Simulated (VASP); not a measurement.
# BeS (F-43m) in VASP: further runs

BeS is run at these levels: r2SCAN; tasks: single point, relaxation of cell and atoms.

Everything below comes from runs of VASP 6.6.1. Logs are shortened: lines on timing, memory, paths and dates and some standing lists are left out, and cuts for length are marked.

## Step 1: The cell of the first run

Symmetry: F-43m, No. 216, cubic system. Conventional cell: a = 4.836 Å, b = 4.836 Å, c = 4.836 Å, α = 90.00°, β = 90.00°, γ = 90.00°. Be (site symmetry -43m) has 4 S at 2.09 Å within 2.8 Å. S (site symmetry -43m) has 4 Be at 2.09 Å within 2.8 Å.

## Step 2: Single point, r2SCAN

Contents of POSCAR:

```
BeS
1.0
    0.0000000000      2.4181788098      2.4181788098
    2.4181788098      0.0000000000      2.4181788098
    2.4181788098      2.4181788098      0.0000000000
Be S
1 1
Direct
    0.0000000000      0.0000000000      0.0000000000
    0.7500000000      0.7500000000      0.7500000000
```

Contents of INCAR.step1:

```
SYSTEM = BeS
ALGO = Normal ; EDIFF = 1E-4
ENCUT = 520 ; GGA = PE
ISMEAR = 0 ; LASPH = .TRUE.
LCHARG = .FALSE. ; LREAL = .FALSE.
LWAVE = .TRUE. ; NBANDS = 11
NELM = 80 ; PREC = Accurate
SIGMA = 0.01
```

Contents of INCAR.step2:

```
SYSTEM = BeS
ALGO = Normal ; EDIFF = 1E-6
ENCUT = 520 ; ISIF = 2
ISMEAR = 0 ; ISTART = 1
LASPH = .TRUE. ; LCHARG = .FALSE.
LMIXTAU = .TRUE. ; LREAL = .FALSE.
LWAVE = .FALSE. ; METAGGA = R2SCAN
NBANDS = 11 ; NELM = 80
PREC = Accurate ; SIGMA = 0.01
```

Contents of KPOINTS:

```
k-points
0
G
  8 8 8
  0 0 0
```

Potentials or basis: VASP PAW PBE potentials, release 64 (Be, S).

On the command line:

```sh
$ cat potpaw_PBE.64/Be/POTCAR potpaw_PBE.64/S/POTCAR > POTCAR
$ cp INCAR.step1 INCAR
$ mpirun -np 1 vasp_std > vasp.out
$ cp INCAR.step2 INCAR
$ mpirun -np 1 vasp_std > vasp.out
```

OUTCAR:

```text
SYSTEM = BeS
   EDIFF = 1E-6
   ENCUT = 520
   ISIF = 2
   ISMEAR = 0
   ISTART = 1
   LASPH = .TRUE.
   LREAL = .FALSE.
   METAGGA = R2SCAN
   NELM = 80
   PREC = Accurate

 ion  position               nearest neighbor table
   1  0.000  0.000  0.000-   2 2.09   2 2.09   2 2.09   2 2.09
   2  0.750  0.750  0.750-   1 2.09   1 2.09   1 2.09   1 2.09

  LATTYP: Found a face centered cubic cell.
 ALAT       =     4.8363576196

  Lattice vectors:

 A1 = (   0.0000000000,   2.4181788098,   2.4181788098)
 A2 = (   2.4181788098,   0.0000000000,   2.4181788098)
 A3 = (   2.4181788098,   2.4181788098,   0.0000000000)

Analysis of symmetry for initial positions (statically):
=====================================================================
 Subroutine PRICEL returns:
 Original cell was already a primitive cell.

 Routine SETGRP: Setting up the symmetry group for a
 face centered cubic supercell.

 Subroutine GETGRP returns: Found 24 space group operations
 (whereof 24 operations were pure point group operations)
 out of a pool of 48 trial point group operations.

The static configuration has the point symmetry T_d .

Analysis of symmetry for dynamics (positions and initial velocities):
=====================================================================
 Subroutine PRICEL returns:
 Original cell was already a primitive cell.

 Routine SETGRP: Setting up the symmetry group for a
 face centered cubic supercell.

 Subroutine GETGRP returns: Found 24 space group operations
 (whereof 24 operations were pure point group operations)
 out of a pool of 48 trial point group operations.

The dynamic configuration has the point symmetry T_d .

 Subroutine INISYM returns: Found 24 space group operations
 (whereof 24 operations are pure point group operations),
 and found     1 'primitive' translations

----------------------------------------------------------------------------------------

                                     Primitive cell

  volume of cell :      28.2810

  direct lattice vectors                    reciprocal lattice vectors
     0.000000000  2.418178810  2.418178810    -0.206767175  0.206767175  0.206767175
     2.418178810  0.000000000  2.418178810     0.206767175 -0.206767175  0.206767175
     2.418178810  2.418178810  0.000000000     0.206767175  0.206767175 -0.206767175

  length of vectors
     3.419821269  3.419821269  3.419821269     0.358131252  0.358131252  0.358131252

  position of ions in fractional coordinates (direct lattice)
     0.000000000  0.000000000  0.000000000
     0.750000000  0.750000000  0.750000000

  ion indices of the primitive-cell ions
   primitive index   ion index
                 1           1
                 2           2

----------------------------------------------------------------------------------------

 KPOINTS: k-points

Automatic generation of k-mesh.
 Grid dimensions read from file:
 generate k-points for:    8    8    8

 Generating k-lattice:

  Cartesian coordinates                     Fractional coordinates (reciprocal lattice)
    -0.025845897  0.025845897  0.025845897     0.125000000  0.000000000  0.000000000
     0.025845897 -0.025845897  0.025845897     0.000000000  0.125000000  0.000000000
     0.025845897  0.025845897 -0.025845897     0.000000000  0.000000000  0.125000000

  Length of vectors
     0.044766406  0.044766406  0.044766406

  Shift w.r.t. Gamma in fractional coordinates (k-lattice)
     0.000000000  0.000000000  0.000000000

 Subroutine IBZKPT returns following result:
 ===========================================

 Found     29 irreducible k-points:

 Following reciprocal coordinates:
            Coordinates               Weight
  0.000000  0.000000  0.000000      1.000000
  0.125000  0.000000  0.000000      8.000000
  0.250000  0.000000  0.000000      8.000000
  0.375000  0.000000  0.000000      8.000000
  0.500000  0.000000  0.000000      4.000000
  0.125000  0.125000  0.000000      6.000000
[... 16 lines left out ...]
  0.500000  0.250000  0.125000     48.000000
 -0.375000  0.250000  0.125000     24.000000
 [... further k-points ...]
   k-points           NKPTS =     29   k-points in BZ     NKDIM =     29   number of bands    NBANDS=     11
   number of dos      NEDOS =    301   number of ions     NIONS =      2
   total plane-waves  NPLWV =  21952
   dimension x,y,z NGX =    28 NGY =   28 NGZ =   28
   dimension x,y,z NGXF=    56 NGYF=   56 NGZF=   56
   ions per type =               1   1
   NGX,Y,Z   is equivalent  to a cutoff of  13.61, 13.61, 13.61 a.u.
   NGXF,Y,Z  is equivalent  to a cutoff of  27.22, 27.22, 27.22 a.u.
 SYSTEM =  BeS
   PREC   = accura    normal or accurate (medium, high low for compatibility)
   ISTART =      1    job   : 0-new  1-cont  2-samecut
   ICHARG =      0    charge: 1-file 2-atom 10-const
   ISPIN  =      1    spin polarized calculation?
   LNONCOLLINEAR =      F non collinear calculations
   LSORBIT =      F    spin-orbit coupling
   LASPH  =      T    aspherical Exc in radial PAW
   ENCUT  =  520.0 eV  38.22 Ry    6.18 a.u.   6.36  6.36  6.36*2*pi/ulx,y,z
   NELM   =     80;   NELMIN=  2; NELMDL=  0     # of ELM steps
   EDIFF  = 0.1E-05   stopping-criterion for ELM
   LREAL  =      F    real-space projection
   EDIFFG = 0.1E-04   stopping-criterion for IOM
   NSW    =      0    number of steps for IOM
   IBRION =     -1    ionic relax: 0-MD 1-quasi-New 2-CG
   NFREE  =      0    steps in history (QN), initial steepest desc. (CG)
   ISIF   =      2    stress and relaxation
   ISYM   =      2    0-nonsym 1-usesym 2-fastsym
   POTIM  = 0.5000    time-step for ionic-motion
   TEBEG  =    0.0;   TEEND  =   0.0 temperature during run
   PSTRESS=    0.0 pullay stress
   NELECT =       8.0000    total number of electrons
   NUPDOWN=      -1.0000    fix difference up-down
   EMIN   =  10.00;   EMAX   =-10.00  energy-range for DOS
   EFERMI =   0.00;   METHOD = LEGACY
   ISMEAR =     0;   SIGMA  =   0.01  broadening in eV -4-tet -1-fermi 0-gaus
   EFERMI_NEDOS =   21; number of points for ismear=-14 and -15
   IALGO  =     38    algorithm
   IMIX   =      4    mixing-type and parameters
     AMIX     =   0.40;   BMIX     =  1.00
     AMIX_MAG =   1.60;   BMIX_MAG =  1.00
  volume/ion in A,a.u.               =      14.14        95.42
  Fermi-wavevector in a.u.,A,eV,Ry     =   1.074665  2.030822 15.713433  1.154905
  Thomas-Fermi vector in A             =   2.210500
   LORBIT       =      0    0 simple, 1 ext, 2 COOP (PROOUT), +10 PAW based schemes
   METAGGA = R2SCAN    functional components
   LHFCALC =     F    Hartree Fock is set to
   AEXX    =    0.0000 exact exchange contribution
   IVDW    =     0    specifies the selected vdW correction
   LEPSILON=     F    determine dielectric tensor
   LRPA    =     F    only Hartree local field effects (RPA)
 non-spin polarized calculation
 Gauss-broadening in eV      SIGMA  =   0.01
  energy-cutoff  :      520.00
  volume of cell :       28.28
 maximum number of plane-waves:       778
 NGX is ok and might be reduce to    28
   NGX = 13   NGY = 13   NGZ = 13

 number of electron       8.0000000 magnetization

 Free energy of the ion-electron system (eV)
  ---------------------------------------------------
  ext. energy  EPLUGINS =         0.00000000
  ---------------------------------------------------
  free energy    TOTEN  =       -14.78186644 eV

  energy without entropy =      -14.78186644  energy(sigma->0) =      -14.78186644

 E-fermi :   4.1987     XC(G=0): -10.2201

 val. band max:        4.0561802329   @ k =   0.0000   0.0000   0.0000
 cond. band min:       7.6098246276   @ k =   0.5000   0.5000   0.0000
 fundamental gap:      3.5536443947
 Fermi energy:         4.1987390467

 k-point     1 :       0.0000    0.0000    0.0000
  band No.  band energies     occupation
      1     -10.3001      2.00000
      2       4.0562      2.00000
      3       4.0562      2.00000
      4       4.0562      2.00000
      5      10.3081      0.00000
      6      10.3081      0.00000
      7      10.3081      0.00000
      8      10.8212      0.00000
      9      17.4958      0.00000
     10      17.4958      0.00000
     11      20.0351      0.00000

 k-point     2 :       0.1250    0.0000    0.0000
  band No.  band energies     occupation
      1     -10.1126      2.00000
      2       2.8335      2.00000
      3       3.8521      2.00000
      4       3.8521      2.00000
      5      10.3278      0.00000
      6      10.6834      0.00000
      7      10.6834      0.00000
      8      12.0423      0.00000
      9      16.8131      0.00000
     10      16.8131      0.00000
     11      19.8618      0.00000

 k-point     3 :       0.2500    0.0000    0.0000
  band No.  band energies     occupation
      1      -9.5963      2.00000
      2       0.6463      2.00000
      3       3.4416      2.00000
      4       3.4416      2.00000
      5      10.2778      0.00000
      6      11.2464      0.00000
      7      11.2464      0.00000
      8      14.2269      0.00000
      9      16.5983      0.00000
     10      16.5983      0.00000
     11      19.3641      0.00000

 k-point     4 :       0.3750    0.0000    0.0000
  band No.  band energies     occupation
      1      -8.9402      2.00000
      2      -1.2006      2.00000
      3       3.1081      2.00000
      4       3.1081      2.00000
      5      10.2160      0.00000
      6      11.2848      0.00000
      7      11.2848      0.00000
      8      15.7608      0.00000
      9      18.0643      0.00000
     10      18.0643      0.00000
     11      19.5912      0.00000
[... 239 lines left out ...]
 k-point    22 :       0.3750    0.2500    0.1250
  band No.  band energies     occupation
      1      -9.1737      2.00000
      2       0.4028      2.00000
      3       1.8357      2.00000
      4       2.9024      2.00000
      5      10.1702      0.00000
      6      12.0054      0.00000
      7      12.2163      0.00000
      8      13.3709      0.00000
      9      16.5067      0.00000
     10      19.4027      0.00000
     11      21.2049      0.00000

 k-point    23 :       0.5000    0.2500    0.1250
  band No.  band energies     occupation
      1      -8.5957      2.00000
      2      -0.8185      2.00000
      3       1.2780      2.00000
      4       2.4121      2.00000
      5      10.6266      0.00000
      6      11.5069      0.00000
      7      13.2535      0.00000
      8      14.1126      0.00000
      9      17.5765      0.00000
     10      19.5574      0.00000
     11      21.6399      0.00000

 k-point    24 :      -0.3750    0.2500    0.1250
  band No.  band energies     occupation
      1      -8.3050      2.00000
      2      -1.4036      2.00000
      3       1.1798      2.00000
      4       2.1561      2.00000
      5      10.6895      0.00000
      6      11.2927      0.00000
      7      13.9730      0.00000
      8      15.3489      0.00000
      9      16.4304      0.00000
     10      20.3712      0.00000
     11      21.1594      0.00000

 [... further k-points ...]
[... 5 lines left out ...]
  --------------------------------------------------------------------------------------
  -------------------------------------------------------------------------------------
  Total        0.4071468      0.4071468      0.4071468     -0.0000000     -0.0000000     -0.0000000
  in kB       23.0656835     23.0656835     23.0656835     -0.0000000     -0.0000000     -0.0000000
  external PRESSURE =      23.0656835 kB  Pullay stress =       0.0000000 kB

 VOLUME and BASIS-vectors are now :
 -----------------------------------------------------------------------------
  energy-cutoff  :      520.00
  volume of cell :       28.28
      direct lattice vectors                 reciprocal lattice vectors
     0.000000000  2.418178810  2.418178810    -0.206767175  0.206767175  0.206767175
     2.418178810  0.000000000  2.418178810     0.206767175 -0.206767175  0.206767175
     2.418178810  2.418178810  0.000000000     0.206767175  0.206767175 -0.206767175

 POSITION                                       TOTAL-FORCE (eV/Angst)
 -----------------------------------------------------------------------------------
      0.00000      0.00000      0.00000        -0.000000     -0.000000     -0.000000
      3.62727      3.62727      3.62727         0.000000      0.000000      0.000000
 -----------------------------------------------------------------------------------
    total drift:                               -0.000000     -0.000000     -0.000000

  FREE ENERGIE OF THE ION-ELECTRON SYSTEM (eV)
  ---------------------------------------------------
  free  energy   TOTEN  =       -14.7818664364 eV

  energy  without entropy=      -14.7818664364  energy(sigma->0) =      -14.78186644
```

Wall time 36 s (1 thread of Intel Xeon 6975P-C (Granite Rapids), shared host); peak memory 0.15 GiB.

Results:

| Quantity | Value |
| --- | --- |
| Free energy | -14.7819 eV |
| Pressure | 2.3 GPa |
| Band gap on the k mesh | 3.55 eV, indirect (least direct gap 6.25 eV) |

Caveat: the PAW data sets were made with another functional, which shifts forces and pressure a little.

## Step 3: Single point, r2SCAN

This run uses another cell than the first one, of 13.89 Å³/atom, 0.982 times its volume.

Contents of POSCAR:

```
BeS
1.0
    0.0000000000      2.4035405130      2.4035405130
    2.4035405130      0.0000000000      2.4035405130
    2.4035405130      2.4035405130      0.0000000000
Be S
1 1
Direct
    0.0000000000      0.0000000000      0.0000000000
    0.7500000000      0.7500000000      0.7500000000
```

Contents of INCAR.step1:

```
PREC     = Accurate       # precision mode
ENCUT    = 520            # plane-wave cutoff, eV
ISMEAR   = 0              # smearing method
SIGMA    = 0.01           # smearing width, eV
LREAL    = False          # projectors in reciprocal space
LASPH    = True           # aspherical terms in the spheres
NELM     = 100            # most SCF steps
NBANDS   = 11             # bands
GGA      = PE             # functional
ALGO     = Normal         # electronic algorithm
EDIFF    = 1E-4           # SCF threshold, eV
LWAVE    = True           # write WAVECAR
LCHARG   = False          # write CHGCAR
```

Contents of INCAR.step2:

```
PREC     = Accurate       # precision mode
ENCUT    = 520            # plane-wave cutoff, eV
EDIFF    = 1E-7           # SCF threshold, eV
ISMEAR   = 0              # smearing method
SIGMA    = 0.01           # smearing width, eV
LREAL    = False          # projectors in reciprocal space
LASPH    = True           # aspherical terms in the spheres
NELM     = 100            # most SCF steps
ALGO     = Normal         # electronic algorithm
ISIF     = 2              # what is computed and relaxed
LWAVE    = False          # write WAVECAR
LCHARG   = False          # write CHGCAR
METAGGA  = R2SCAN         # meta-GGA
LMIXTAU  = True         
NBANDS   = 11             # bands
ISTART   = 1
```

Contents of KPOINTS:

```
Automatic mesh
0
Gamma
  8 8 8
```

Potentials or basis: VASP PAW PBE potentials, release 64 (Be, S).

On the command line:

```sh
$ cat potpaw_PBE.64/Be/POTCAR potpaw_PBE.64/S/POTCAR > POTCAR
$ cp INCAR.step1 INCAR
$ mpirun -np 1 vasp_std > vasp.out
$ cp INCAR.step2 INCAR
$ mpirun -np 1 vasp_std > vasp.out
```

Wall time 46 s (1 thread of Intel Xeon 6975P-C (Granite Rapids), shared host); peak memory 0.16 GiB.

It converged, with:

```
Free energy            : -14.7713 eV
Pressure               : 4.3 GPa
Band gap on the k mesh : 3.51 eV, indirect (least direct gap 6.24 eV)
```

Levels at points of the mesh, in eV from the valence-band top:
```
           k point  band 2  band 3  band 4  band 5  band 6  band 7
(0.00, 0.00, 0.00)    0.00    0.00    0.00    6.24    6.24    6.24
(0.50, 0.00, 0.00)   -6.14   -1.10   -1.10    6.20    7.13    7.13
(0.50, 0.50, 0.00)   -5.33   -2.81   -2.81    3.51    5.36   14.08
```

Caveat: the PAW data sets were made with another functional, which shifts forces and pressure a little. r2SCAN opens gaps a little over a GGA but as a rule still falls short of measured ones.

(Part 1 of 2 ends here.)
